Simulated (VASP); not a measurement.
Write the native input for VASP 6.6.1 that does the following.

```yaml
Task: relaxation of cell and atoms
Functional: PBEsol
Potentials_or_basis: VASP PAW PBE potentials, release 64 (Cu)
Cutoff: 600 eV
k_mesh: 12 × 12 × 7
Occupations: fermi-dirac, width 0.05 eV
Spin: no spin polarisation
Dipole_correction: no
Further_INCAR_settings: ALGO = Fast; EDIFF = 1e-06; IBRION = 2; EDIFFG = -0.01; NSW = 60; ISIF = 3
```

The structure of Cu lies in POSCAR:

```
Cu
1.0
    2.5340966698      0.0000000000      0.0000000000
   -1.2670483349      2.1945920917      0.0000000000
    0.0000000000      0.0000000000      4.1125710000
Cu
2
Direct
    0.6666666667      0.3333333333      0.7500000000
    0.3333333333      0.6666666667      0.2500000000
```

This isn't the form of Cu at room conditions, which is fcc.

These files were run (other wordings do the same):

INCAR

```
SYSTEM = Cu
PREC = Accurate
ENCUT = 600
EDIFF = 1E-6
ISMEAR = -1
SIGMA = 0.05
LREAL = .False.
LASPH = .True.
NELM = 60
ALGO = Fast
ISIF = 3
LWAVE = .False.
LCHARG = .False.
GGA = PS
IBRION = 2
NSW = 60
EDIFFG = -0.01
```

KPOINTS

```
regular mesh
0
Gamma
  12 12 7
  0 0 0
```

Potentials or basis: VASP PAW PBE potentials, release 64 (Cu).

Run with:

```sh
$ cat potpaw_PBE.64/Cu/POTCAR > POTCAR
$ mpirun -np 1 vasp_std > vasp.out
```

It gave:

The relaxed volume is 11.39 Å³/atom, the relaxed cell is a = 2.529 Å, b = 2.529 Å, c = 4.113 Å, α = 90.00°, β = 90.00°, γ = 120.00° and the space group after relaxing (to 0.1 Å) is P6_3/mmc (No. 194). The energy gained by relaxing is 0.1 meV/atom. The ionic steps are 18. The pressure after relaxing is 0.0 GPa and the band gap on the k mesh is zero (bands 11 and 12 overlap by 5.96 eV).

Caveat: the PAW data sets were made with another functional, which shifts forces and pressure a little.

Run time: 5.9 min on 1 thread of Intel Xeon 8259CL, on a shared host, peak memory 0.16 GiB.
